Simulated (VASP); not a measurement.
V: single point with PBEsol

Crystal: V.

```
V
1.0
     2.60429    0.00000    0.00000
    -1.30215    2.25538    0.00000
     0.00000    0.00000    4.72334
V
2
Direct
  0.33333 0.66667 0.25000
  0.66667 0.33333 0.75000
```

```
Program             : VASP 6.6.1
Task                : single point
Functional          : PBEsol
Potentials or basis : VASP PAW PBE potentials, release 64 (V_sv)
Cutoff              : 520 eV
k mesh              : 12 × 12 × 6
Occupations         : fermi-dirac, width 0.05 eV
Spin                : collinear spin, ferromagnetic start
Starting moments    : [3.5, 3.5] μB
```

```yaml
Pressure: -7.0 GPa
Band_gap_on_the_k_mesh: zero (filled and empty bands overlap)
Net_moment: 0.00 μB per cell
Valence_electrons_inside_the_program's_atomic_spheres: V 11.63
```

Stress tensor (GPa, compression positive):
```
-6.99  0.00  0.00
 0.00 -6.99  0.00
 0.00  0.00 -7.15
```

Levels at points of the mesh, in eV from the Fermi level:
Spin up:
```tsv
k point	band 11	band 12	band 13	band 14	band 15	band 16
(0.00, 0.00, 0.00)	-0.57	-0.23	0.33	0.33	0.65	0.65
(0.50, 0.00, 0.00)	-2.71	-0.37	-0.18	0.31	0.61	2.95
(0.00, 0.00, 0.50)	-1.02	-1.02	0.37	0.37	0.37	0.37
(0.50, 0.00, 0.50)	-1.80	-1.80	1.63	1.63	1.64	1.64
```
Spin down:
```tsv
k point	band 9	band 10	band 11	band 12	band 13	band 14	band 15	band 16	band 17	band 18
(0.00, 0.00, 0.00)	-6.86	-3.44	-0.57	-0.23	0.33	0.33	0.65	0.65	1.83	1.83
(0.50, 0.00, 0.00)	-2.93	-2.85	-2.71	-0.37	-0.18	0.31	0.61	2.95	3.53	3.64
(0.00, 0.00, 0.50)	-5.09	-5.09	-1.02	-1.02	0.37	0.37	0.37	0.37	2.50	2.50
(0.50, 0.00, 0.50)	-3.25	-3.25	-1.80	-1.80	1.63	1.63	1.64	1.64	3.59	3.59
```

Wall time 85 s on 1 thread of AMD EPYC 7R13 Processor (Zen 3), with other jobs on the host, peak memory 0.17 GiB.

Caveat: the PAW data sets were made with another functional, which shifts forces and pressure a little.
